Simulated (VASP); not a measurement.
Set up this calculation in VASP 6.6.1, as the native input.

```yaml
Task: single point
Functional: LDA
Potentials_or_basis: VASP PAW LDA potentials, release 64 (K_sv, Ti_sv, F)
Cutoff: 520 eV
k_mesh: 6 × 6 × 6
Occupations: gaussian, width 0.02 eV
Spin: no spin polarisation
Dipole_correction: no
Further_INCAR_settings: ALGO = Normal; EDIFF = 1e-07; NBANDS = 46
```

The structure of K2TiF6 lies in POSCAR:

```
K2TiF6
1.0
    5.3874366741      0.0000000000      0.0000000000
   -2.6937183370      4.6656570211      0.0000000000
    0.0000000000      0.0000000000      4.2811582932
K Ti F
2 1 6
Direct
    0.3333333333      0.6666666667      0.7154311265
    0.6666666667      0.3333333333      0.2845688735
    0.0000000000      0.0000000000      0.0000000000
    0.1646333045      0.8353666955      0.2382133219
    0.1646333045      0.3292666090      0.2382133219
    0.6707333910      0.8353666955      0.2382133219
    0.8353666955      0.1646333045      0.7617866781
    0.3292666090      0.1646333045      0.7617866781
    0.8353666955      0.6707333910      0.7617866781
```

This cell differs from its parent crystal: volume scaled by 0.91, then relaxed in part.

One way to write it, as run:

INCAR

```
SYSTEM = K2TiF6
  PREC = Accurate
  ENCUT = 520
  EDIFF = 1E-7
  ISMEAR = 0
  SIGMA = 0.02
  LREAL = .FALSE.
  LASPH = .TRUE.
  NELM = 80
  ALGO = Normal
  ISIF = 2
  LWAVE = .FALSE.
  LCHARG = .FALSE.
  GGA = CA
  NBANDS = 46
```

KPOINTS

```
regular mesh
0
G
  6 6 6
  0 0 0
```

Potentials or basis: VASP PAW LDA potentials, release 64 (K_sv, Ti_sv, F).

Launch:

```sh
$ cat potpaw_LDA.64/K_sv/POTCAR potpaw_LDA.64/Ti_sv/POTCAR potpaw_LDA.64/F/POTCAR > POTCAR
$ mpirun -np 1 vasp_std > vasp.out
```

It gave:

```
Pressure               : 6.4 GPa
Largest force          : 0.154 eV/Å
Band gap on the k mesh : 5.02 eV, direct
```

It took 3.8 min on 1 thread of Intel Xeon 6975P-C, with other jobs on the host, peak memory 0.27 GiB.
